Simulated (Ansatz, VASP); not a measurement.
## SnO2: VASP beside Ansatz

```xyz
3
Lattice="1.6384 0.9459 4.8638 -1.6384 0.9459 4.8638 0.0000 -1.8918 4.8638" Properties=species:S:1:pos:R:3 pbc="T T T"
Sn    0.0000    0.0000    7.2956
O     0.0000    0.0000   11.1307
O     0.0000    0.0000    3.4606
```

Alike in both runs: task single point; functional LDA; k mesh 8 × 8 × 8; occupations fermi-dirac, width 0.05 eV; no spin polarisation.

|  | VASP | Ansatz |
| --- | --- | --- |
| version | VASP 6.6.1 | Ansatz 0.2.0 |
| potentials or method | VASP PAW LDA potentials, release 64 (Sn_d, O) | Ansatz PAW |
| plane-wave cutoff (eV) | 520 | 420 |
| valence electrons in the cell | 26 | 26 |

```tsv
	VASP	Ansatz	Ansatz less VASP
gap on the k mesh at the Fermi level (eV)	1.53	1.54	+0.003
least direct gap on the mesh (eV)	1.63	1.63	-0.002
pressure (GPa)	-12.9	-13.5	-0.59
traceless stress, the component that is largest in VASP (GPa)	3.27	3.68	+0.407
rms of the force components (eV/Å)	0.461	0.485	+0.0245
```

LDA's correlation is that of Perdew and Zunger in VASP and of Perdew and Wang (1992) in Ansatz. Atom by atom the forces differ by 0.024 eV/Å (rms over components).
